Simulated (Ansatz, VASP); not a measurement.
# Be2C in VASP and in Ansatz

```
CELL_PARAMETERS angstrom
0.00000 1.93529 1.93529
1.93529 0.00000 1.93529
1.93529 1.93529 0.00000
ATOMIC_POSITIONS crystal
Be 0.75000 0.75000 0.75000
Be 0.25000 0.25000 0.25000
C 0.00000 0.00000 0.00000
```

Alike in both runs: task single point; functional PBE; k mesh 2 × 2 × 2; no spin polarisation.

|  | VASP | Ansatz |
| --- | --- | --- |
| version | VASP 6.6.1 | Ansatz 0.2.0 |
| potentials or method | VASP PAW PBE potentials, release 64 (Be, C), cutoff 600 eV | scalar-relativistic, plane waves, PAW |
| occupations | fermi-dirac, width 0.1 eV | fermi-dirac |
| valence electrons in the cell | 8 | 8 |

|  | VASP | Ansatz | Ansatz less VASP |
| --- | --- | --- | --- |
| gap on the k mesh at the Fermi level (eV) | 0.81 | 0.83 | +0.018 |
| least direct gap on the mesh (eV) | 4.14 | 4.16 | +0.018 |

The k mesh is coarse, so the values compare programs but aren't converged.
